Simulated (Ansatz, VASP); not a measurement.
**Two plane-wave programs on SnO2**

```xyz
6
Lattice="4.7767 0.0000 0.0000 0.0000 4.7773 0.0000 0.0000 0.0000 3.2272" Properties=species:S:1:pos:R:3 pbc="T T T"
Sn    2.3884    2.3887    1.6136
Sn    0.0000    0.0000    0.0000
O     1.4616    1.4627    0.0000
O     3.8500    0.9260    1.6136
O     0.9268    3.8514    1.6136
O     3.3151    3.3146    0.0000
```

Alike in both runs: task single point; functional LDA; k mesh 6 × 6 × 8; occupations gaussian, width 0.05 eV; no spin polarisation.

```csv
,VASP,Ansatz
version,VASP 6.6.1,Ansatz 0.2.0
potentials or method,"VASP PAW LDA potentials, release 64 (Sn_d, O), cutoff 520 eV","scalar-relativistic, plane waves, PAW"
valence electrons in the cell,52,52
```

```tsv
	VASP	Ansatz	Ansatz less VASP
gap on the k mesh at the Fermi level (eV)	0.80	0.77	-0.032
least direct gap on the mesh (eV)	0.80	0.77	-0.032
pressure (GPa)	-5.9	-6.8	-0.92
traceless stress, the component that is largest in VASP (GPa)	-1.00	-1.28	-0.281
rms of the force components (eV/Å)	0.042	0.052	+0.0097
```

LDA's correlation is that of Perdew and Zunger in VASP and of Perdew and Wang (1992) in Ansatz. Atom by atom the forces differ by 0.010 eV/Å (rms over components).
